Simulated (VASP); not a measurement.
Input of a VASP 6.6.1 run:

INCAR

```
SYSTEM = Zr3W4Se
  PREC = Accurate
  ENCUT = 520
  EDIFF = 1E-6
  ISMEAR = 0
  SIGMA = 0.2
  LREAL = .False.
  LASPH = .True.
  NELM = 100
  ALGO = Normal
  ISIF = 2
  LWAVE = .False.
  LCHARG = .False.
  GGA = PE
  NBANDS = 59
```

File KPOINTS:

```
regular mesh
0
Gamma
  6 6 2
  0 0 0
```

POSCAR

```
Zr3W4Se
1.0
    3.2473764918     -0.0000685359     -0.0028472243
   -0.0000442153      3.2475399109     -0.0001509239
   -0.0120463780     -0.0007107877     14.0800435301
Zr W Se
3 4 1
Direct
   -0.0001039912      0.9994289711      0.4999396270
    0.5025063791      0.5007048205      0.8656307468
    0.4976764634      0.5000789089      0.1343481197
    0.9983367298     -0.0003842180      0.2692349542
    0.4990707835      0.4994311797      0.3709724115
    0.5009183044      0.4997526873      0.6290089679
    0.0016389750      0.0001723041      0.7307554336
   -0.0000436440      0.0008153464      0.0001097395
```

Potentials or basis: VASP PAW PBE potentials, release 64 (Zr_sv, W_sv, Se).

The run is started by

```bash
$ cat potpaw_PBE.64/Zr_sv/POTCAR potpaw_PBE.64/W_sv/POTCAR potpaw_PBE.64/Se/POTCAR > POTCAR
$ mpirun -np 1 vasp_std > vasp.out
```

(1) Predict the band gap on the k mesh.

(2) What does it give for the largest force?

Results:

(1) zero (bands 49 and 50 overlap by 1.19 eV).

(2) 0.024 eV/Å.

Caveat: spin-orbit coupling is left out, which moves the levels of the heavy elements.
